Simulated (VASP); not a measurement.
The system is SrTiO3.

```
Sr Ti O
1.0
     3.89112    0.00000    0.00000
     0.00000    3.89112    0.00000
     0.00000    0.00000    3.89112
Sr Ti O
1 1 3
Direct
  0.00000 0.00000 0.00000
  0.50000 0.50000 0.50000
  0.00000 0.50000 0.50000
  0.50000 0.00000 0.50000
  0.50000 0.50000 0.00000
```

Base run:

```yaml
Program: VASP 6.6.1
Functional: PBEsol
Potentials_or_basis: VASP PAW PBE potentials, release 64 (Sr_sv, Ti_sv, O)
Cutoff: 520 eV
k_mesh: 8 × 8 × 8
Occupations: gaussian, width 0.02 eV
Spin: no spin polarisation
Hubbard_terms: Ti d U = 1.0 eV
```

Its results: band gap on the k mesh 1.94 eV, indirect (least direct gap 2.31 eV); pressure 1.7 GPa.

Question: The run is repeated on the same cell with these changes: hubbard terms from Ti d U = 1.0 eV to none; further incar settings from ALGO = Normal; EDIFF = 1e-06; NBANDS = 28 to ALGO = Normal; EDIFF = 1e-07; NBANDS = 28. What comes out?

Answer: Band gap on the k mesh 1.82 eV, indirect (least direct gap 2.17 eV); pressure 0.7 GPa.

Caveats: the PAW data sets were made with another functional, which shifts forces and pressure a little.

A k mesh can miss the band edges.
